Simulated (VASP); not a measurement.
# Pb (Fd-3m) in VASP: single point with r2SCAN

Aim: the single point of Pb with r2SCAN.

Program: VASP 6.6.1. These are calculated values, not measurements. Logs are shortened: lines on timing, memory, paths and dates and some standing lists are left out, and cuts for length are marked.

## 1. The cell of the first run

It takes space group Fd-3m (No. 227, cubic). The conventional cell has a = 6.952 Å, b = 6.952 Å, c = 6.952 Å, α = 90.00°, β = 90.00°, γ = 90.00°. Pb (site symmetry -43m) has 4 Pb at 3.01 Å within 4.0 Å.

This isn't the form of Pb at room conditions, which is fcc.

## 2. Single point, r2SCAN

POSCAR

```
Pb
1.0
    0.0000000000      3.4760031738      3.4760031738
    3.4760031738      0.0000000000      3.4760031738
    3.4760031738      3.4760031738      0.0000000000
Pb
2
Direct
    0.0000000000      0.0000000000      0.0000000000
    0.2500000000      0.2500000000      0.2500000000
```

INCAR.step1

```
SYSTEM = Pb
PREC = Accurate ; ENCUT = 520
ISMEAR = 0 ; SIGMA = 0.1
LREAL = .FALSE. ; LASPH = .TRUE.
NELM = 100 ; NBANDS = 21
GGA = PE ; ALGO = Normal
EDIFF = 1E-4 ; LWAVE = .TRUE.
LCHARG = .FALSE.
```

INCAR.step2

```
SYSTEM = Pb
PREC = Accurate ; ENCUT = 520
EDIFF = 1E-6 ; ISMEAR = 0
SIGMA = 0.1 ; LREAL = .FALSE.
LASPH = .TRUE. ; NELM = 100
ALGO = Normal ; ISIF = 2
LWAVE = .FALSE. ; LCHARG = .FALSE.
METAGGA = R2SCAN ; LMIXTAU = .TRUE.
NBANDS = 21 ; ISTART = 1
```

KPOINTS

```
Automatic mesh
0
G
  14 14 14
  0 0 0
```

Potentials or basis: VASP PAW PBE potentials, release 64 (Pb_d).

Run with:

```
> cat potpaw_PBE.64/Pb_d/POTCAR > POTCAR
> cp INCAR.step1 INCAR
> mpirun -np 1 vasp_std > vasp.out
> cp INCAR.step2 INCAR
> mpirun -np 1 vasp_std > vasp.out
```

OUTCAR:

```text
SYSTEM = Pb
   PREC = Accurate
   ENCUT = 520
   EDIFF = 1E-6
   ISMEAR = 0
   LREAL = .FALSE.
   LASPH = .TRUE.
   NELM = 100
   ISIF = 2
   METAGGA = R2SCAN
   ISTART = 1

 ion  position               nearest neighbor table
   1  0.000  0.000  0.000-   2 3.01   2 3.01   2 3.01   2 3.01
   2  0.250  0.250  0.250-   1 3.01   1 3.01   1 3.01   1 3.01

  LATTYP: Found a face centered cubic cell.
 ALAT       =     6.9520063476

  Lattice vectors:

 A1 = (   0.0000000000,   3.4760031738,   3.4760031738)
 A2 = (   3.4760031738,   0.0000000000,   3.4760031738)
 A3 = (   3.4760031738,   3.4760031738,   0.0000000000)

Analysis of symmetry for initial positions (statically):
=====================================================================
 Subroutine PRICEL returns:
 Original cell was already a primitive cell.

 Routine SETGRP: Setting up the symmetry group for a
 face centered cubic supercell.

 Subroutine GETGRP returns: Found 48 space group operations
 (whereof 24 operations were pure point group operations)
 out of a pool of 48 trial point group operations.

The static configuration has the point symmetry T_d .
 The point group associated with its full space group is O_h .

Analysis of symmetry for dynamics (positions and initial velocities):
=====================================================================
 Subroutine PRICEL returns:
 Original cell was already a primitive cell.

 Routine SETGRP: Setting up the symmetry group for a
 face centered cubic supercell.

 Subroutine GETGRP returns: Found 48 space group operations
 (whereof 24 operations were pure point group operations)
 out of a pool of 48 trial point group operations.

The dynamic configuration has the point symmetry T_d .
 The point group associated with its full space group is O_h .

 Subroutine INISYM returns: Found 48 space group operations
 (whereof 24 operations are pure point group operations),
 and found     1 'primitive' translations

----------------------------------------------------------------------------------------

                                     Primitive cell

  volume of cell :      83.9983

  direct lattice vectors                    reciprocal lattice vectors
     0.000000000  3.476003174  3.476003174    -0.143843367  0.143843367  0.143843367
     3.476003174  0.000000000  3.476003174     0.143843367 -0.143843367  0.143843367
     3.476003174  3.476003174  0.000000000     0.143843367  0.143843367 -0.143843367

  length of vectors
     4.915810831  4.915810831  4.915810831     0.249144020  0.249144020  0.249144020

  position of ions in fractional coordinates (direct lattice)
     0.000000000  0.000000000  0.000000000
     0.250000000  0.250000000  0.250000000

  ion indices of the primitive-cell ions
   primitive index   ion index
                 1           1
                 2           2

----------------------------------------------------------------------------------------

 KPOINTS: Automatic mesh

Automatic generation of k-mesh.
 Grid dimensions read from file:
 generate k-points for:   14   14   14

 Generating k-lattice:

  Cartesian coordinates                     Fractional coordinates (reciprocal lattice)
    -0.010274526  0.010274526  0.010274526     0.071428571  0.000000000  0.000000000
     0.010274526 -0.010274526  0.010274526     0.000000000  0.071428571  0.000000000
     0.010274526  0.010274526 -0.010274526     0.000000000  0.000000000  0.071428571

  Length of vectors
     0.017796001  0.017796001  0.017796001

  Shift w.r.t. Gamma in fractional coordinates (k-lattice)
     0.000000000  0.000000000  0.000000000

 Subroutine IBZKPT returns following result:
 ===========================================

 Found    104 irreducible k-points:

 Following reciprocal coordinates:
            Coordinates               Weight
  0.000000  0.000000  0.000000      1.000000
  0.071429  0.000000  0.000000      8.000000
  0.142857  0.000000  0.000000      8.000000
  0.214286  0.000000  0.000000      8.000000
  0.285714  0.000000  0.000000      8.000000
  0.357143  0.000000  0.000000      8.000000
[... 16 lines left out ...]
  0.214286  0.142857  0.000000     24.000000
  0.285714  0.142857  0.000000     24.000000
 [... further k-points ...]
   k-points           NKPTS =    104   k-points in BZ     NKDIM =    104   number of bands    NBANDS=     21
   number of dos      NEDOS =    301   number of ions     NIONS =      2
   total plane-waves  NPLWV =  64000
   dimension x,y,z NGX =    40 NGY =   40 NGZ =   40
   dimension x,y,z NGXF=    80 NGYF=   80 NGZF=   80
   ions per type =               2
   NGX,Y,Z   is equivalent  to a cutoff of  13.53, 13.53, 13.53 a.u.
   NGXF,Y,Z  is equivalent  to a cutoff of  27.05, 27.05, 27.05 a.u.
 SYSTEM =  Pb
   PREC   = accura    normal or accurate (medium, high low for compatibility)
   ISTART =      1    job   : 0-new  1-cont  2-samecut
   ICHARG =      0    charge: 1-file 2-atom 10-const
   ISPIN  =      1    spin polarized calculation?
   LNONCOLLINEAR =      F non collinear calculations
   LSORBIT =      F    spin-orbit coupling
   LASPH  =      T    aspherical Exc in radial PAW
   ENCUT  =  520.0 eV  38.22 Ry    6.18 a.u.   9.14  9.14  9.14*2*pi/ulx,y,z
   NELM   =    100;   NELMIN=  2; NELMDL=  0     # of ELM steps
   EDIFF  = 0.1E-05   stopping-criterion for ELM
   LREAL  =      F    real-space projection
[... 7 lines left out ...]
   TEBEG  =    0.0;   TEEND  =   0.0 temperature during run
   PSTRESS=    0.0 pullay stress
   NELECT =      28.0000    total number of electrons
   NUPDOWN=      -1.0000    fix difference up-down
   EMIN   =  10.00;   EMAX   =-10.00  energy-range for DOS
   EFERMI =   0.00;   METHOD = LEGACY
   ISMEAR =     0;   SIGMA  =   0.10  broadening in eV -4-tet -1-fermi 0-gaus
   EFERMI_NEDOS =   21; number of points for ismear=-14 and -15
   IALGO  =     38    algorithm
   IMIX   =      4    mixing-type and parameters
     AMIX     =   0.40;   BMIX     =  1.00
     AMIX_MAG =   1.60;   BMIX_MAG =  1.00
  volume/ion in A,a.u.               =      42.00       283.42
  Fermi-wavevector in a.u.,A,eV,Ry     =   1.135108  2.145044 17.530714  1.288471
  Thomas-Fermi vector in A             =   2.271813
   LORBIT       =      0    0 simple, 1 ext, 2 COOP (PROOUT), +10 PAW based schemes
   METAGGA = R2SCAN    functional components
   LHFCALC =     F    Hartree Fock is set to
   AEXX    =    0.0000 exact exchange contribution
   IVDW    =     0    specifies the selected vdW correction
   LEPSILON=     F    determine dielectric tensor
   LRPA    =     F    only Hartree local field effects (RPA)
 non-spin polarized calculation
 Gauss-broadening in eV      SIGMA  =   0.10
  energy-cutoff  :      520.00
  volume of cell :       84.00
 maximum number of plane-waves:      2281
 NGX is ok and might be reduce to    40
   NGX = 19   NGY = 19   NGZ = 19

 number of electron      28.0000000 magnetization

 Free energy of the ion-electron system (eV)
  ---------------------------------------------------
  ext. energy  EPLUGINS =         0.00000000
  ---------------------------------------------------
  free energy    TOTEN  =      -112.20368317 eV

  energy without entropy =     -112.20074847  energy(sigma->0) =     -112.20221582

 E-fermi :   3.8597     XC(G=0):  -8.9106

 val. band max:        3.8520106362   @ k =  -0.3571   0.0714   0.0000
 cond. band min:       3.9214945816   @ k =   0.4286   0.0714   0.0000
 fundamental gap:      0.0694839454
 Fermi energy:         3.8597211765

 k-point     1 :       0.0000    0.0000    0.0000
  band No.  band energies     occupation
      1     -13.8147      2.00000
      2     -13.8147      2.00000
      3     -13.8147      2.00000
      4     -13.7377      2.00000
      5     -13.7377      2.00000
      6     -13.3164      2.00000
[... 13 lines left out ...]
     20      12.3434      0.00000
     21      12.3434      0.00000

 k-point     2 :       0.0714    0.0000    0.0000
  band No.  band energies     occupation
      1     -13.8207      2.00000
      2     -13.8207      2.00000
      3     -13.8135      2.00000
      4     -13.7294      2.00000
      5     -13.7294      2.00000
      6     -13.3273      2.00000
[... 13 lines left out ...]
     20      11.9140      0.00000
     21      11.9140      0.00000

 k-point     3 :       0.1429    0.0000    0.0000
  band No.  band energies     occupation
      1     -13.8329      2.00000
      2     -13.8329      2.00000
      3     -13.8103      2.00000
      4     -13.7112      2.00000
      5     -13.7112      2.00000
      6     -13.3453      2.00000
[... 13 lines left out ...]
     20      11.5288      0.00000
     21      11.5288      0.00000

 k-point     4 :       0.2143    0.0000    0.0000
  band No.  band energies     occupation
      1     -13.8447      2.00000
      2     -13.8447      2.00000
      3     -13.8055      2.00000
      4     -13.6913      2.00000
      5     -13.6913      2.00000
      6     -13.3619      2.00000
[... 13 lines left out ...]
     20      11.3722      0.00000
     21      11.3722      0.00000

 k-point     5 :       0.2857    0.0000    0.0000
  band No.  band energies     occupation
      1     -13.8535      2.00000
      2     -13.8535      2.00000
      3     -13.7999      2.00000
      4     -13.6746      2.00000
      5     -13.6746      2.00000
      6     -13.3746      2.00000
[... 13 lines left out ...]
     20      11.4919      0.00000
     21      11.4919      0.00000
[... 382 lines left out ...]
     20      11.4114      0.00000
     21      11.5068      0.00000

 k-point    22 :       0.1429    0.1429    0.0000
  band No.  band energies     occupation
      1     -13.8302      2.00000
      2     -13.8292      2.00000
      3     -13.8292      2.00000
      4     -13.7151      2.00000
      5     -13.6827      2.00000
      6     -13.4029      2.00000
[... 13 lines left out ...]
     20      10.3739      0.00000
     21      12.8220      0.00000

 k-point    23 :       0.2143    0.1429    0.0000
  band No.  band energies     occupation
      1     -13.8463      2.00000
      2     -13.8378      2.00000
      3     -13.8206      2.00000
      4     -13.7003      2.00000
      5     -13.6596      2.00000
      6     -13.4303      2.00000
[... 13 lines left out ...]
     20      10.3374      0.00000
     21      12.5056      0.00000

 k-point    24 :       0.2857    0.1429    0.0000
  band No.  band energies     occupation
      1     -13.8622      2.00000
      2     -13.8475      2.00000
      3     -13.8068      2.00000
      4     -13.6822      2.00000
      5     -13.6386      2.00000
      6     -13.4514      2.00000
[... 13 lines left out ...]
     20      11.0504      0.00000
     21      12.4198      0.00000

 [... further k-points ...]
[... 5 lines left out ...]
  --------------------------------------------------------------------------------------
  -------------------------------------------------------------------------------------
  Total       -0.0110544     -0.0110544     -0.0110544     -0.0000000      0.0000000      0.0000000
  in kB       -0.2108511     -0.2108511     -0.2108511     -0.0000000      0.0000000      0.0000000
  external PRESSURE =      -0.2108511 kB  Pullay stress =       0.0000000 kB

 VOLUME and BASIS-vectors are now :
 -----------------------------------------------------------------------------
  energy-cutoff  :      520.00
  volume of cell :       84.00
      direct lattice vectors                 reciprocal lattice vectors
     0.000000000  3.476003174  3.476003174    -0.143843367  0.143843367  0.143843367
     3.476003174  0.000000000  3.476003174     0.143843367 -0.143843367  0.143843367
     3.476003174  3.476003174  0.000000000     0.143843367  0.143843367 -0.143843367

 POSITION                                       TOTAL-FORCE (eV/Angst)
 -----------------------------------------------------------------------------------
      0.00000      0.00000      0.00000        -0.000000     -0.000000     -0.000000
      1.73800      1.73800      1.73800         0.000000      0.000000      0.000000
 -----------------------------------------------------------------------------------
    total drift:                               -0.000000     -0.000000      0.000000

  FREE ENERGIE OF THE ION-ELECTRON SYSTEM (eV)
  ---------------------------------------------------
  free  energy   TOTEN  =      -112.2036831672 eV

  energy  without entropy=     -112.2007484736  energy(sigma->0) =     -112.20221582
```

It took 20 min on 1 thread of Intel Xeon 8259CL, shared host; peak memory 0.35 GiB.

What came out:

| Property | Result |
| --- | --- |
| Free energy | -112.2037 eV |
| Pressure | 0.0 GPa |
| Band gap on the k mesh | zero (bands 14 and 15 overlap by 1.15 eV) |

Caveat: the PAW data sets were made with another functional, which shifts forces and pressure a little; spin-orbit coupling is left out, which moves the levels of the heavy elements.

The gap in the log of VASP goes by the Fermi energy; the results here count the filled bands.